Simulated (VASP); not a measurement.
# Ti in VASP: further runs

Ti is run at these levels: PBE+D3(BJ); tasks: single point, relaxation of the atoms.

Everything below comes from runs of VASP 6.6.1. Logs are shortened: lines on timing, memory, paths and dates and some standing lists are left out, and cuts for length are marked.

**1. The cell of the first run**

The cell holds a slab with vacuum, 16 atoms: a = 5.773 Å, b = 5.773 Å, c = 27.023 Å, α = 90.00°, β = 90.00°, γ = 120.00°.

**2. Single point, PBE+D3(BJ)**

The input, INCAR:

```
SYSTEM = Ti
ALGO = Normal
DIPOL = 0.5 0.5 0.424
EDIFF = 1E-7
ENCUT = 520
GGA = PE
IDIPOL = 3
ISIF = 2
ISMEAR = 0
IVDW = 12
LASPH = .TRUE.
LCHARG = .TRUE.
LDIPOL = .TRUE.
LELF = .TRUE.
LREAL = Auto
LVACPOTAV = .TRUE.
LVHAR = .TRUE.
LWAVE = .FALSE.
NBANDS = 110
NELM = 80
PREC = Accurate
SIGMA = 0.1
```

The input, KPOINTS:

```
k-points
0
G
  4 4 1
  0 0 0
```

The input, POSCAR:

```
Ti
1.0
    5.7729299510      0.0000000000      0.0000000000
   -2.8864649755      4.9995039918      0.0000000000
    0.0000000000      0.0000000000     27.0227234730
Ti
16
Direct
    0.3333333333      0.1666666667      0.2960471400
    0.3333333333      0.6666666667      0.2960471400
    0.8333333333      0.1666666667      0.2960471400
    0.8333333333      0.6666666667      0.2960471400
    0.1666666667      0.3333333333      0.3806811393
    0.1666666667      0.8333333333      0.3806811393
    0.6666666667      0.3333333333      0.3806811393
    0.6666666667      0.8333333333      0.3806811393
    0.3371486519      0.1654369808      0.4694597065
    0.3248095501      0.6500607493      0.4680555706
    0.8286767194      0.1661682279      0.4693081674
    0.8342567401      0.6684551643      0.4671863990
    0.1523461451      0.3046984917      0.5529542664
    0.1696556528      0.8246669129      0.5495235468
    0.6782853686      0.3560010119      0.5522086017
    0.6551190964      0.8253529098      0.5492733007
```

Potentials or basis: VASP PAW PBE potentials, release 64 (Ti_sv).

Run with:

```console
$ cat potpaw_PBE.64/Ti_sv/POTCAR > POTCAR
$ mpirun -np 1 vasp_std > vasp.out
```

OUTCAR:

```text
SYSTEM = Ti
   EDIFF = 1E-7
   ENCUT = 520
   GGA = PE
   ISIF = 2
   ISMEAR = 0
   IVDW = 12
   LASPH = .TRUE.
   LREAL = Auto
   NELM = 80
   PREC = Accurate
 IVDW          = 12

 ion  position               nearest neighbor table
   1  0.333  0.167  0.296-   5 2.83   6 2.83   7 2.83   4 2.89   2 2.89   2 2.89   4 2.89   3 2.89
                             3 2.89
   2  0.333  0.667  0.296-   6 2.83   5 2.83   8 2.83   3 2.89   1 2.89   1 2.89   3 2.89   4 2.89
                             4 2.89
   3  0.833  0.167  0.296-   7 2.83   8 2.83   5 2.83   4 2.89   2 2.89   4 2.89   2 2.89   1 2.89
                             1 2.89
   4  0.833  0.667  0.296-   8 2.83   7 2.83   6 2.83   3 2.89   1 2.89   3 2.89   1 2.89   2 2.89
                             2 2.89
   5  0.167  0.333  0.381-   1 2.83   2 2.83   3 2.83  10 2.84   8 2.89   6 2.89   6 2.89   8 2.89
                             7 2.89   7 2.89
   6  0.167  0.833  0.381-   2 2.83   1 2.83   4 2.83  12 2.87   7 2.89   5 2.89   5 2.89   7 2.89
                             8 2.89   8 2.89  10 2.91   9 2.92
   7  0.667  0.333  0.381-   3 2.83   4 2.83   1 2.83  12 2.88   8 2.89   6 2.89   8 2.89   6 2.89
                             5 2.89   5 2.89  11 2.91   9 2.91
   8  0.667  0.833  0.381-   4 2.83   3 2.83   2 2.83  12 2.87   7 2.89   5 2.89   7 2.89   5 2.89
                             6 2.89   6 2.89  10 2.92  11 2.92
   9  0.337  0.165  0.469-  14 2.75  13 2.78  15 2.81  10 2.83  11 2.84  12 2.89  12 2.89   7 2.91
                             6 2.92
  10  0.325  0.650  0.468-  16 2.75  14 2.75  11 2.83   9 2.83   5 2.84  13 2.87  12 2.89  12 2.89
                             6 2.91   8 2.92
  11  0.829  0.166  0.469-  16 2.75  13 2.78  15 2.82  10 2.83   9 2.84  12 2.88  12 2.89   7 2.91
                             8 2.92
  12  0.834  0.668  0.467-  15 2.78  16 2.78  14 2.79   6 2.87   8 2.87   7 2.88  11 2.88  10 2.89
                             9 2.89   9 2.89  10 2.89  11 2.89
  13  0.152  0.305  0.553-   9 2.78  11 2.78  16 2.82  14 2.82  10 2.87  15 2.90  15 2.90
  14  0.170  0.825  0.550-  10 2.75   9 2.75  15 2.77  12 2.79  16 2.80  13 2.82
  15  0.678  0.356  0.552-  14 2.77  12 2.78  16 2.78   9 2.81  11 2.82  13 2.90  13 2.90
  16  0.655  0.825  0.549-  10 2.75  11 2.75  15 2.78  12 2.78  14 2.80  13 2.82

  LATTYP: Found a hexagonal cell.
 ALAT       =     5.7729299510
 C/A-ratio  =     4.6809373580

  Lattice vectors:

 A1 = (   5.7729299510,   0.0000000000,   0.0000000000)
 A2 = (  -2.8864649755,   4.9995039918,   0.0000000000)
 A3 = (   0.0000000000,   0.0000000000,  27.0227234730)

Analysis of symmetry for initial positions (statically):
=====================================================================
 Subroutine PRICEL returns:
 Original cell was already a primitive cell.

 Routine SETGRP: Setting up the symmetry group for a
 hexagonal supercell.

 Subroutine GETGRP returns: Found  1 space group operations
 (whereof  1 operations were pure point group operations)
 out of a pool of 24 trial point group operations.

The static configuration has the point symmetry C_1 .

[... 147 lines left out ...]
  Fermi-wavevector in a.u.,A,eV,Ry     =   1.026025  1.938905 14.323215  1.052727
  Thomas-Fermi vector in A             =   2.159896
   LORBIT       =      0    0 simple, 1 ext, 2 COOP (PROOUT), +10 PAW based schemes
   GGA     = PE    functional components
   LHFCALC =     F    Hartree Fock is set to
   AEXX    =    0.0000 exact exchange contribution
   IVDW    =    12    specifies the selected vdW correction
   LEPSILON=     F    determine dielectric tensor
   LRPA    =     F    only Hartree local field effects (RPA)
 non-spin polarized calculation
 Gauss-broadening in eV      SIGMA  =   0.10
  energy-cutoff  :      520.00
  volume of cell :      779.92
 maximum number of plane-waves:     21089
 NGX is ok and might be reduce to    48
   NGX = 21   NGY = 21   NGZ =101

 dipolmoment           0.000000      0.000000      0.003557 electrons x Angstroem

 number of electron     192.0000000 magnetization

 dipolmoment           0.000000      0.000000     -0.007422 electrons x Angstroem

 Free energy of the ion-electron system (eV)
  ---------------------------------------------------
  ext. energy  EPLUGINS =         0.00000000
  ---------------------------------------------------
  free energy    TOTEN  =      -118.00555702 eV

  energy without entropy =     -117.86280013  energy(sigma->0) =     -117.93417857

 E-fermi :   0.1629     XC(G=0):  -4.7849

 val. band max:        0.1620958686   @ k =   0.5000   0.2500   0.0000
 cond. band min:       0.1632429578   @ k =   0.5000   0.5000   0.0000
 fundamental gap:      0.0011470892
 Fermi energy:         0.1628701319

 k-point     1 :       0.0000    0.0000    0.0000
  band No.  band energies     occupation
      1     -56.7230      2.00000
      2     -56.7050      2.00000
      3     -56.6310      2.00000
      4     -56.6290      2.00000
      5     -56.6278      2.00000
      6     -56.6274      2.00000
[... 1099 lines left out ...]
    107       0.6231      0.00000
    108       0.6950      0.00000
 [bands above 108 left out]

------------------------ aborting loop because EDIFF is reached ----------------------------------------

 Edisp (eV)   -7.43734

 E8    (eV) :    -3.6547

  FORCE on cell =-STRESS in cart. coord.  units (eV):
  Direction    XX          YY          ZZ          XY          YZ          ZX
  --------------------------------------------------------------------------------------
  -------------------------------------------------------------------------------------
  Total      -5.39232    -5.19159    -7.14553     0.01293     0.13480     0.00246
  in kB     -11.07731   -10.66494   -14.67887     0.02657     0.27692     0.00505
  external pressure =      -12.14 kB  Pullay stress =        0.00 kB

 VOLUME and BASIS-vectors are now :
 -----------------------------------------------------------------------------
  energy-cutoff  :      520.00
  volume of cell :      779.92
      direct lattice vectors                 reciprocal lattice vectors
     5.772929951  0.000000000  0.000000000     0.173222265  0.100009921  0.000000000
    -2.886464976  4.999503992  0.000000000     0.000000000  0.200019842  0.000000000
     0.000000000  0.000000000 27.022723473     0.000000000  0.000000000  0.037005893

 POSITION                                       TOTAL-FORCE (eV/Angst)
 -----------------------------------------------------------------------------------
      1.44323      0.83325      8.00000         0.000885      0.001913      0.488176
     -0.00000      3.33300      8.00000         0.001191      0.006565      0.484664
      4.32970      0.83325      8.00000        -0.000246      0.000316      0.486727
      2.88646      3.33300      8.00000        -0.000974     -0.017566      0.460205
      0.00000      1.66650     10.28704         0.003771     -0.116581     -0.374903
     -1.44323      4.16625     10.28704         0.055184      0.029973     -0.502318
[... 8 lines left out ...]
      2.88811      1.77983     14.92218        -0.001077     -0.453088     -0.312888
      1.39960      4.12636     14.84286         0.096049      0.018480     -0.182505
 -----------------------------------------------------------------------------------
    total drift:                               -0.003888     -0.021642     -0.006025

  FREE ENERGIE OF THE ION-ELECTRON SYSTEM (eV)
  ---------------------------------------------------
  free  energy   TOTEN  =      -125.4428985624 eV

  energy  without entropy=     -125.3001416704  energy(sigma->0) =     -125.37152012

 vacuum level on the upper side and lower side of the slab         4.643         4.689
```

It took 70 min on 1 thread of Intel Xeon 6975P-C (Granite Rapids), shared host; peak memory 1.1 GiB.

What came out:

```yaml
Free_energy: -125.4429 eV
Largest_force: 0.551 eV/Å
Band_gap_on_the_k_mesh: zero (bands 96 and 97 overlap by 0.63 eV)
Dispersion_energy_per_atom: -0.465 eV
```

Forces on the atoms (eV/Å):
```
Ti   0.001  0.002  0.488
Ti   0.001  0.007  0.485
Ti   0.000  0.000  0.487
Ti  -0.001 -0.018  0.460
Ti   0.004 -0.117 -0.375
Ti   0.055  0.030 -0.502
Ti  -0.003  0.031 -0.425
Ti  -0.056  0.031 -0.510
Ti   0.052 -0.056  0.163
Ti   0.006  0.054  0.295
Ti  -0.052 -0.074  0.173
Ti  -0.005  0.114  0.249
Ti  -0.002  0.408 -0.297
Ti  -0.095  0.022 -0.196
Ti  -0.001 -0.453 -0.313
Ti   0.096  0.018 -0.183
```

**3. Relaxation of the atoms, PBE+D3(BJ)**

This run uses another cell than the first one.

The input, INCAR:

```
PREC = Accurate ; ENCUT = 520
EDIFF = 1E-7 ; ISMEAR = 0
SIGMA = 0.1 ; LREAL = Auto
LASPH = T ; NELM = 80
ALGO = Normal ; ISIF = 2
LWAVE = F ; LCHARG = F
LDIPOL = T ; IDIPOL = 3
DIPOL = 0.5 0.5 0.500 ; GGA = PE
IVDW = 12 ; IBRION = 2
NSW = 90 ; EDIFFG = -0.03
KPAR = 4
```

The input, KPOINTS:

```
Automatic mesh
0
Gamma
  4 4 1
```

The input, POSCAR:

```
Ti
1.0
    5.7729299510      0.0000000000      0.0000000000
   -2.8864649755      4.9995039918      0.0000000000
    0.0000000000      0.0000000000     22.8611234733
Ti
16
Selective dynamics
Direct
    0.3333333333      0.1666666667      0.3499390574  F F F
    0.3333333333      0.6666666667      0.3499390574  F F F
    0.8333333333      0.1666666667      0.3499390574  F F F
    0.8333333333      0.6666666667      0.3499390574  F F F
    0.1666666667      0.3333333333      0.4499796858  F F F
    0.1666666667      0.8333333333      0.4499796858  F F F
    0.6666666667      0.3333333333      0.4499796858  F F F
    0.6666666667      0.8333333333      0.4499796858  F F F
    0.3333333333      0.1666666667      0.5500203142  T T T
    0.3333333333      0.6666666667      0.5500203142  T T T
    0.8333333333      0.1666666667      0.5500203142  T T T
    0.8333333333      0.6666666667      0.5500203142  T T T
    0.1666666667      0.3333333333      0.6500609426  T T T
    0.1666666667      0.8333333333      0.6500609426  T T T
    0.6666666667      0.3333333333      0.6500609426  T T T
    0.6666666667      0.8333333333      0.6500609426  T T T
```

Potentials or basis: VASP PAW PBE potentials, release 64 (Ti_sv).

Run with:

```console
$ cat potpaw_PBE.64/Ti_sv/POTCAR > POTCAR
$ mpirun -np 4 vasp_std > vasp.out
```

Run time: 22 min. Hardware: 4 MPI ranks of AMD EPYC 7R43 (Zen 3), shared host; peak memory 1 GiB.

Results (log left out):

```
Free energy                : -125.5414 eV
Energy gained by relaxing  : 8.9 meV/atom
Ionic steps                : 4
Band gap on the k mesh     : zero (bands 96 and 97 overlap by 0.68 eV)
Dispersion energy per atom : -0.468 eV
```

Step by step:
| step | energy change (eV) | largest force on free atoms (eV/Å) | pressure (GPa) |
| --- | --- | --- | --- |
| 1 | 0.0000 | 0.6559 | -1.31 |
| 2 | -0.0957 | 0.3918 | -1.19 |
| 3 | -0.1397 | 0.1048 | -1.05 |
| 4 | -0.1420 | 0.0211 | -0.99 |

Final structure:
```yaml
crystal:
  lattice:
    - [5.77293, 0.00000, 0.00000]
    - [-2.88646, 4.99950, 0.00000]
    - [0.00000, 0.00000, 22.86112]
  atoms:
    - { symbol: Ti, position: [0.33333, 0.16667, 0.34994] }
    - { symbol: Ti, position: [0.33333, 0.66667, 0.34994] }
    - { symbol: Ti, position: [0.83333, 0.16667, 0.34994] }
    - { symbol: Ti, position: [0.83333, 0.66667, 0.34994] }
    - { symbol: Ti, position: [0.16667, 0.33333, 0.44998] }
    - { symbol: Ti, position: [0.16667, 0.83333, 0.44998] }
    - { symbol: Ti, position: [0.66667, 0.33333, 0.44998] }
    - { symbol: Ti, position: [0.66667, 0.83333, 0.44998] }
    - { symbol: Ti, position: [0.33333, 0.16667, 0.55322] }
    - { symbol: Ti, position: [0.33333, 0.66667, 0.55322] }
    - { symbol: Ti, position: [0.83333, 0.16667, 0.55322] }
    - { symbol: Ti, position: [0.83333, 0.66667, 0.55322] }
    - { symbol: Ti, position: [0.16667, 0.33333, 0.64801] }
    - { symbol: Ti, position: [0.16667, 0.83333, 0.64801] }
    - { symbol: Ti, position: [0.66667, 0.33333, 0.64801] }
    - { symbol: Ti, position: [0.66667, 0.83333, 0.64801] }
```

Levels at points of the mesh, in eV from the Fermi level:
```
           k point  band 92  band 93  band 94  band 95  band 96  band 97
(0.00, 0.00, 0.00)     0.09     0.09     0.09     0.48     0.52     0.56
(0.50, 0.00, 0.00)    -0.54    -0.34    -0.34    -0.29    -0.29    -0.15
```

The gap in the log of VASP goes by the Fermi energy; the results here count the filled bands.